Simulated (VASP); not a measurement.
# MgO: single point with PBE

MgO:

```
CELL_PARAMETERS angstrom
3.69740 0.00000 0.00000
-1.84870 3.20204 0.00000
0.00000 0.00000 4.36660
ATOMIC_POSITIONS crystal
Mg 0.66667 0.33333 0.75000
Mg 0.33333 0.66667 0.25000
O 0.66667 0.33333 0.25000
O 0.33333 0.66667 0.75000
```

- Program: VASP 6.6.1
- Task: single point
- Functional: PBE
- Potentials or basis: VASP PAW PBE potentials, release 64 (Mg, O)
- Cutoff: 520 eV
- k mesh: 9 × 9 × 6
- Occupations: gaussian, width 0.05 eV
- Spin: no spin polarisation
- Dipole correction: no
- Further INCAR settings: ALGO = Normal; EDIFF = 1e-07; NBANDS = 16

```
Pressure               : -12.6 GPa
Band gap on the k mesh : 2.68 eV
```

Stress tensor (GPa, compression positive):
```
-12.78   0.00   0.00
  0.00 -12.78   0.00
  0.00   0.00 -12.29
```

Levels at points of the mesh, in eV from the valence-band top:
| k point | band 4 | band 5 | band 6 | band 7 | band 8 | band 9 | band 10 | band 11 | band 12 | band 13 |
| --- | --- | --- | --- | --- | --- | --- | --- | --- | --- | --- |
| (0.00, 0.00, 0.00) | -1.44 | -1.44 | -0.58 | -0.58 | 0.00 | 2.68 | 8.27 | 11.15 | 11.42 | 11.42 |
| (0.00, 0.00, 0.50) | -2.13 | -1.02 | -1.02 | -1.02 | -1.02 | 5.65 | 5.65 | 11.76 | 11.76 | 11.76 |

Wall time 50 s on 1 thread of AMD EPYC 7R43 64-Core Processor (Zen 3), with other jobs on the host, peak memory 0.15 GiB.

Caveat: the cell stands under tension.
